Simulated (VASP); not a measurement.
Crystal: TaCuP2.

```
Ta Cu P
1.0
     3.59996    0.00000    0.00000
    -1.79998    3.11766    0.00000
     0.00000   -2.07844    6.67263
Ta Cu P
1 1 2
Direct
  0.50000 0.00000 0.50000
  0.00000 0.00000 0.00000
  0.11900 0.23800 0.35700
  0.88100 0.76200 0.64300
```

| Quantity | Value |
| --- | --- |
| Program | VASP 6.6.1 |
| Task | relaxation of cell and atoms |
| Functional | PBE |
| Potentials or basis | VASP PAW PBE potentials, release 64 (Ta_pv, Cu, P) |
| Cutoff | 600 eV |
| k mesh | 6 × 6 × 6 |
| Occupations | fermi-dirac, width 0.1 eV |
| Spin | no spin polarisation |
| Hubbard terms | Cu d U = 5.0 eV |

At the start: pressure 30.2 GPa; volume 18.72 Å³/atom.

Q: Where does the relaxation end?

A: Over 35 steps the energy falls by 989.1 meV/atom and the volume is 17.63 Å³/atom (-5.8 %); space group R-3m (No. 166, to 0.05 Å).

Step by step:
```
step  energy change (eV)  largest force (eV/Å)  pressure (GPa)  volume (Å³)
   1              0.0000                7.1903           30.23        74.89
   2             -0.5108                1.4296          -15.24       119.82
   3             -2.6071                1.4795           -5.39        94.28
   4             -2.6177                1.7069           -4.28        93.08
   5             -2.6180                1.8189           -3.77        92.51
   6             -3.0408                1.1496           -2.33        87.94
   7             -3.3177                0.6036            1.26        81.63
   8             -3.5713                0.5237           -0.56        79.95
   9             -3.8412                0.9759           -5.57        75.26
  10             -3.9499                0.1687            0.96        69.36
  11             -3.9523                0.2702           -0.14        70.09
  12             -3.9557                0.1223            0.01        70.36
  13             -3.9562                0.0031            0.13        70.57
  14             -3.9562                0.0303            0.13        70.52
  15             -3.9564                0.0118           -0.20        70.64
  16             -3.9564                0.0171           -0.11        70.61
  17             -3.9564                0.0167           -0.10        70.62
  18             -3.9564                0.0148           -0.17        70.63
  19             -3.9564                0.0155           -0.21        70.62
  20             -3.9564                0.0161           -0.18        70.62
  21             -3.9564                0.0237           -0.04        70.53
  22             -3.9565                0.0102           -0.07        70.56
  23             -3.9565                0.0126           -0.07        70.55
  24             -3.9565                0.0183           -0.04        70.54
  25             -3.9565                0.0139           -0.04        70.55
  26             -3.9565                0.0128           -0.13        70.55
  27             -3.9565                0.0164            0.10        70.45
  28             -3.9565                0.0139            0.05        70.51
  29             -3.9565                0.0140            0.04        70.52
  30             -3.9565                0.0138            0.00        70.53
  31             -3.9565                0.0136           -0.03        70.53
  32             -3.9565                0.0134            0.11        70.52
  33             -3.9565                0.0138           -0.05        70.52
  34             -3.9565                0.0135            0.03        70.52
  35             -3.9565                0.0041           -0.06        70.52
```

Final structure:
```cif
data_structure
_symmetry_space_group_name_H-M 'P 1'
_symmetry_Int_Tables_number 1
_cell_length_a 3.2207
_cell_length_b 3.2207
_cell_length_c 8.0674
_cell_angle_alpha 101.514
_cell_angle_beta 90.000
_cell_angle_gamma 120.000
_cell_volume 70.52
loop_
_atom_site_label
_atom_site_type_symbol
_atom_site_fract_x
_atom_site_fract_y
_atom_site_fract_z
_atom_site_occupancy
Ta1 Ta 0.50000 0.00000 0.50000 1
Cu1 Cu 0.00000 0.00000 0.00000 1
P1 P 0.09432 0.18865 0.28297 1
P2 P 0.90568 0.81135 0.71703 1
```

Caveat: the electronic state changed during the relaxation; U without spin polarisation on a metal has little footing; the U is typed as a test and isn't derived for this compound.
